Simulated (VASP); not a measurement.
A run of VASP 6.6.1 is set up as follows.

INCAR

```
SYSTEM = Ga2O3
ALGO = Normal ; EDIFF = 1E-6
ENCUT = 520 ; ISIF = 2
ISMEAR = -1 ; LASPH = .True.
LCHARG = .False. ; LREAL = .False.
LWAVE = .False. ; NBANDS = 55
NELM = 100 ; PREC = Accurate
SIGMA = 0.05
```

The input KPOINTS:

```
k-points
0
Gamma
  9 9 5
  0 0 0
```

File POSCAR:

```
Ga2O3
1.0
    6.1070000000     -1.5185500000      0.0000000000
    6.1070000000      1.5185500000      0.0000000000
   -1.3859888959      0.0000000000      5.6300087380
Ga O
4 6
Direct
    0.3413400000      0.3413400000      0.6859800000
    0.6586600000      0.6586600000      0.3140200000
    0.9095000000      0.9095000000      0.2054000000
    0.0905000000      0.0905000000      0.7946000000
    0.5041000000      0.5041000000      0.7434000000
    0.4959000000      0.4959000000      0.2566000000
    0.8267000000      0.8267000000      0.4368000000
    0.1733000000      0.1733000000      0.5632000000
    0.8355000000      0.8355000000      0.8902000000
    0.1645000000      0.1645000000      0.1098000000
```

Potentials or basis: VASP PAW LDA potentials, release 64 (Ga_d, O).

Run with:

```console
$ cat potpaw_LDA.64/Ga_d/POTCAR potpaw_LDA.64/O/POTCAR > POTCAR
$ mpirun -np 1 vasp_std > vasp.out
```

(1) What does it give for the band gap on the k mesh?

(2) Predict the largest force.

## Answers

(1) 2.34 eV (least direct gap 2.36 eV).

(2) 0.097 eV/Å.

Caveat: an odd mesh through Γ misses points on the zone boundary, where band edges can lie.
